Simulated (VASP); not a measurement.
# Ho (Im-3m) in VASP: a series of runs, part 2 of 2

VASP 6.6.1. Earlier steps stand in the parts before.

## 4. Single point, r2SCAN, collinear spin, ferromagnetic start

This run uses another cell than the first one, of 35.00 Å³/atom.

The input, POSCAR:

```
Ho
1.0
   -2.0607215507      2.0607215507      2.0607215507
    2.0607215507     -2.0607215507      2.0607215507
    2.0607215507      2.0607215507     -2.0607215507
Ho
1
Direct
    0.0000000000      0.0000000000      0.0000000000
```

The input, INCAR.step1:

```
SYSTEM = Ho
PREC = Accurate
ENCUT = 520
ISMEAR = 0
SIGMA = 0.05
LREAL = .False.
LASPH = .True.
NELM = 150
ISPIN = 2
MAGMOM = 4
LMAXMIX = 6
NBANDS = 20
GGA = PE
ALGO = Normal
EDIFF = 1E-4
LWAVE = .True.
LCHARG = .False.
```

The input, INCAR.step2:

```
SYSTEM = Ho
PREC = Accurate
ENCUT = 520
EDIFF = 1E-6
ISMEAR = 0
SIGMA = 0.05
LREAL = .False.
LASPH = .True.
NELM = 150
ALGO = Normal
ISIF = 2
LWAVE = .False.
LCHARG = .False.
ISPIN = 2
MAGMOM = 4
LORBIT = 11
LMAXMIX = 6
METAGGA = R2SCAN
LMIXTAU = .True.
NBANDS = 20
ISTART = 1
```

The input, KPOINTS:

```
regular mesh
0
Gamma
  14 14 14
  0 0 0
```

Potentials or basis: VASP PAW PBE potentials, release 64 (Ho).

Launch:

```console
$ cat potpaw_PBE.64/Ho/POTCAR > POTCAR
$ cp INCAR.step1 INCAR
$ mpirun -np 1 vasp_std > vasp.out
$ cp INCAR.step2 INCAR
$ mpirun -np 1 vasp_std > vasp.out
```

OUTCAR:

```text
SYSTEM = Ho
   PREC = Accurate
   ENCUT = 520
   EDIFF = 1E-6
   ISMEAR = 0
   LREAL = .False.
   LASPH = .True.
   NELM = 150
   ISIF = 2
   ISPIN = 2
   LORBIT = 11
   METAGGA = R2SCAN
   ISTART = 1

 ion  position               nearest neighbor table
   1  0.000  0.000  0.000-

  LATTYP: Found a body centered cubic cell.
 ALAT       =     4.1214431014

  Lattice vectors:

 A1 = (  -2.0607215507,   2.0607215507,   2.0607215507)
 A2 = (   2.0607215507,  -2.0607215507,   2.0607215507)
 A3 = (   2.0607215507,   2.0607215507,  -2.0607215507)

Analysis of symmetry for initial positions (statically):
=====================================================================
 Subroutine PRICEL returns:
 Original cell was already a primitive cell.

 Routine SETGRP: Setting up the symmetry group for a
 body centered cubic supercell.

 Subroutine GETGRP returns: Found 48 space group operations
 (whereof 48 operations were pure point group operations)
 out of a pool of 48 trial point group operations.

The static configuration has the point symmetry O_h .

Analysis of symmetry for dynamics (positions and initial velocities):
=====================================================================
 Subroutine PRICEL returns:
 Original cell was already a primitive cell.

 Routine SETGRP: Setting up the symmetry group for a
 body centered cubic supercell.

 Subroutine GETGRP returns: Found 48 space group operations
 (whereof 48 operations were pure point group operations)
 out of a pool of 48 trial point group operations.

The dynamic configuration has the point symmetry O_h .

Analysis of structural, dynamic, and magnetic symmetry:
=====================================================================
 Subroutine PRICEL returns:
 Original cell was already a primitive cell.

 Routine SETGRP: Setting up the symmetry group for a
 body centered cubic supercell.

 Subroutine GETGRP returns: Found 48 space group operations
 (whereof 48 operations were pure point group operations)
 out of a pool of 48 trial point group operations.

The overall configuration has the point symmetry O_h .

 Subroutine INISYM returns: Found 48 space group operations
 (whereof 48 operations are pure point group operations),
 and found     1 'primitive' translations

----------------------------------------------------------------------------------------

                                     Primitive cell

  volume of cell :      35.0040

  direct lattice vectors                    reciprocal lattice vectors
    -2.060721551  2.060721551  2.060721551     0.000000000  0.242633460  0.242633460
     2.060721551 -2.060721551  2.060721551     0.242633460  0.000000000  0.242633460
     2.060721551  2.060721551 -2.060721551     0.242633460  0.242633460  0.000000000

  length of vectors
     3.569274426  3.569274426  3.569274426     0.343135530  0.343135530  0.343135530

  position of ions in fractional coordinates (direct lattice)
     0.000000000  0.000000000  0.000000000

  ion indices of the primitive-cell ions
   primitive index   ion index
                 1           1

[... 33 lines left out ...]
  0.357143  0.000000  0.000000     12.000000
[... 16 lines left out ...]
  0.285714  0.285714  0.000000     24.000000
  0.357143  0.285714 -0.000000     24.000000
 [... further k-points ...]
   k-points           NKPTS =    104   k-points in BZ     NKDIM =    104   number of bands    NBANDS=     20
   number of dos      NEDOS =    301   number of ions     NIONS =      1
   total plane-waves  NPLWV =  21952
   dimension x,y,z NGX =    28 NGY =   28 NGZ =   28
   dimension x,y,z NGXF=    56 NGYF=   56 NGZF=   56
   ions per type =               1
   NGX,Y,Z   is equivalent  to a cutoff of  13.04, 13.04, 13.04 a.u.
   NGXF,Y,Z  is equivalent  to a cutoff of  26.08, 26.08, 26.08 a.u.
 SYSTEM =  Ho
   PREC   = accura    normal or accurate (medium, high low for compatibility)
   ISTART =      1    job   : 0-new  1-cont  2-samecut
   ICHARG =      0    charge: 1-file 2-atom 10-const
   ISPIN  =      2    spin polarized calculation?
   LNONCOLLINEAR =      F non collinear calculations
   LSORBIT =      F    spin-orbit coupling
   LASPH  =      T    aspherical Exc in radial PAW
   ENCUT  =  520.0 eV  38.22 Ry    6.18 a.u.   6.64  6.64  6.64*2*pi/ulx,y,z
   NELM   =    150;   NELMIN=  2; NELMDL=  0     # of ELM steps
   EDIFF  = 0.1E-05   stopping-criterion for ELM
   LREAL  =      F    real-space projection
   EDIFFG = 0.1E-04   stopping-criterion for IOM
   NSW    =      0    number of steps for IOM
   IBRION =     -1    ionic relax: 0-MD 1-quasi-New 2-CG
   NFREE  =      0    steps in history (QN), initial steepest desc. (CG)
   ISIF   =      2    stress and relaxation
   ISYM   =      2    0-nonsym 1-usesym 2-fastsym
   POTIM  = 0.5000    time-step for ionic-motion
   TEBEG  =    0.0;   TEEND  =   0.0 temperature during run
   PSTRESS=    0.0 pullay stress
   NELECT =      21.0000    total number of electrons
   NUPDOWN=      -1.0000    fix difference up-down
   EMIN   =  10.00;   EMAX   =-10.00  energy-range for DOS
   EFERMI =   0.00;   METHOD = LEGACY
   ISMEAR =     0;   SIGMA  =   0.05  broadening in eV -4-tet -1-fermi 0-gaus
   EFERMI_NEDOS =   21; number of points for ismear=-14 and -15
   IALGO  =     38    algorithm
   IMIX   =      4    mixing-type and parameters
     AMIX     =   0.40;   BMIX     =  1.00
     AMIX_MAG =   1.60;   BMIX_MAG =  1.00
  volume/ion in A,a.u.               =      35.00       236.22
  Fermi-wavevector in a.u.,A,eV,Ry     =   1.380730  2.609201 25.938338  1.906414
  Thomas-Fermi vector in A             =   2.505580
   LORBIT       =     11    0 simple, 1 ext, 2 COOP (PROOUT), +10 PAW based schemes
   METAGGA = R2SCAN    functional components
   LHFCALC =     F    Hartree Fock is set to
   AEXX    =    0.0000 exact exchange contribution
   IVDW    =     0    specifies the selected vdW correction
   LEPSILON=     F    determine dielectric tensor
   LRPA    =     F    only Hartree local field effects (RPA)
 spin polarized calculation
 Gauss-broadening in eV      SIGMA  =   0.05
  energy-cutoff  :      520.00
  volume of cell :       35.00
 maximum number of plane-waves:       962
   NGX = 13   NGY = 13   NGZ = 13

 number of electron      21.0000024 magnetization       4.4627904

 Free energy of the ion-electron system (eV)
  ---------------------------------------------------
  ext. energy  EPLUGINS =         0.00000000
  ---------------------------------------------------
  free energy    TOTEN  =       -37.12417191 eV

  energy without entropy =      -37.11465157  energy(sigma->0) =      -37.11941174

 E-fermi :   2.2361     XC(G=0): -10.3659

 val. band max:        2.2360138819   @ k =   0.2857   0.2857   0.0000
 cond. band min:       2.2377500265   @ k =  -0.4286  -0.4286   0.2857
 fundamental gap:      0.0017361446
 Fermi energy:         2.2361007030

 spin component 1

 k-point     1 :       0.0000    0.0000    0.0000
  band No.  band energies     occupation
      1     -49.1129      1.00000
      2     -22.9988      1.00000
      3     -22.9987      1.00000
      4     -22.9986      1.00000
      5      -3.5301      1.00000
      6      -3.3604      1.00000
[... 541 lines left out ...]
     19      10.9534      0.00000
     20      13.6028      0.00000

 [... further k-points ...]

 spin component 2

 k-point     1 :       0.0000    0.0000    0.0000
  band No.  band energies     occupation
      1     -46.8426      1.00000
      2     -21.3715      1.00000
      3     -21.3684      1.00000
      4     -21.3684      1.00000
      5      -2.5406      1.00000
      6      -0.5614      1.00000
[... 541 lines left out ...]
     19      11.9002      0.00000
     20      14.4926      0.00000

 [... further k-points ...]
[... 5 lines left out ...]
  --------------------------------------------------------------------------------------
  -------------------------------------------------------------------------------------
  Total       -0.3884822     -0.3884822     -0.3884822      0.0000000     -0.0000000      0.0000000
  in kB      -17.7813117    -17.7813117    -17.7813117      0.0000000     -0.0000000      0.0000000
  external PRESSURE =     -17.7813117 kB  Pullay stress =       0.0000000 kB

 VOLUME and BASIS-vectors are now :
 -----------------------------------------------------------------------------
  energy-cutoff  :      520.00
  volume of cell :       35.00
      direct lattice vectors                 reciprocal lattice vectors
    -2.060721551  2.060721551  2.060721551     0.000000000  0.242633460  0.242633460
     2.060721551 -2.060721551  2.060721551     0.242633460  0.000000000  0.242633460
     2.060721551  2.060721551 -2.060721551     0.242633460  0.242633460  0.000000000

 POSITION                                       TOTAL-FORCE (eV/Angst)
 -----------------------------------------------------------------------------------
      0.00000      0.00000      0.00000        -0.000000      0.000000     -0.000000
 -----------------------------------------------------------------------------------
    total drift:                               -0.000000     -0.000000     -0.000000

  FREE ENERGIE OF THE ION-ELECTRON SYSTEM (eV)
  ---------------------------------------------------
  free  energy   TOTEN  =       -37.1241719127 eV

  energy  without entropy=      -37.1146515654  energy(sigma->0) =      -37.11941174

 total charge

# of ion       s       p       d       f       tot
--------------------------------------------------
    1        2.111   5.707   0.434  10.082  18.335

 magnetization (x)

# of ion       s       p       d       f       tot
--------------------------------------------------
    1        0.003   0.001   0.147   3.787   3.938
```

Run time: 7.7 min. Hardware: 1 thread of Intel Xeon 6975P-C (Granite Rapids), shared host; peak memory 0.28 GiB.

What came out:

```yaml
Free_energy: -37.1242 eV
Pressure: -1.8 GPa
Net_moment: 4.46 μB per cell
Site_moments: Ho +3.94 μB
Valence_electrons_inside_the_program's_atomic_spheres: Ho 18.34
```

Levels at points of the mesh, in eV from the Fermi level:
Spin up:
```
           k point  band 9  band 10  band 11  band 12  band 13  band 14  band 15  band 16  band 17  band 18
(0.00, 0.00, 0.00)   -5.59    -4.49    -4.49    -4.49     1.93     1.93     1.93     3.77     3.77    10.70
(0.50, 0.00, 0.00)   -4.45    -4.41    -4.41    -2.42     0.12     0.28     3.68     4.44     6.35     7.91
(0.50, 0.50, 0.50)   -4.38    -4.38    -4.38    -1.69    -1.69     5.23     5.23     5.23     5.75     5.75
```
Spin down:
```csv
k point,band 4,band 5,band 6,band 7,band 8,band 9,band 10,band 11,band 12,band 13
"(0.00, 0.00, 0.00)",-23.60,-4.78,-2.80,-2.79,-2.79,0.15,0.16,0.16,1.41,2.66
"(0.50, 0.00, 0.00)",-23.61,-2.76,-2.70,-2.70,-1.58,0.04,0.09,0.14,1.01,1.20
"(0.50, 0.50, 0.50)",-23.94,-2.67,-2.66,-2.66,-0.89,-0.89,0.04,0.05,0.05,1.16
```

Caveat: the magnetic or orbital state may not be the lowest; the PAW data sets were made with another functional, which shifts forces and pressure a little; spin-orbit coupling is left out, which moves the levels of the heavy elements; semilocal functionals describe open f shells poorly, which spoils levels, moments and volumes. The state reached can hang on the start; a lower one may exist.

## 5. Overview

```csv
level,cell,k mesh,gap on the mesh (eV),pressure (GPa),moment (μB)
PBE,"a = 3.435 Å, angles 109.5°, 1 atom",8 × 8 × 8,none,2.6,3.74
PBE,"a = 3.569 Å, angles 109.5°, 1 atom",8 × 8 × 8,none,-0.6,3.72
r2SCAN,"a = 3.569 Å, angles 109.5°, 1 atom",14 × 14 × 14,none,-1.8,4.46
```

Alike in all rows: task single point; potentials or basis VASP PAW PBE potentials, release 64 (Ho); spin collinear, ferromagnetic start; cutoff (eV) 520; smearing gaussian 0.05 eV.

Caveats: the magnetic or orbital state may not be the lowest; spin-orbit coupling is left out, which moves the levels of the heavy elements; semilocal functionals describe open f shells poorly, which spoils levels, moments and volumes; the PAW data sets were made with another functional, which shifts forces and pressure a little (at least some runs).

Total energies depend on the potentials used, so only differences within one code and one set of settings carry meaning.
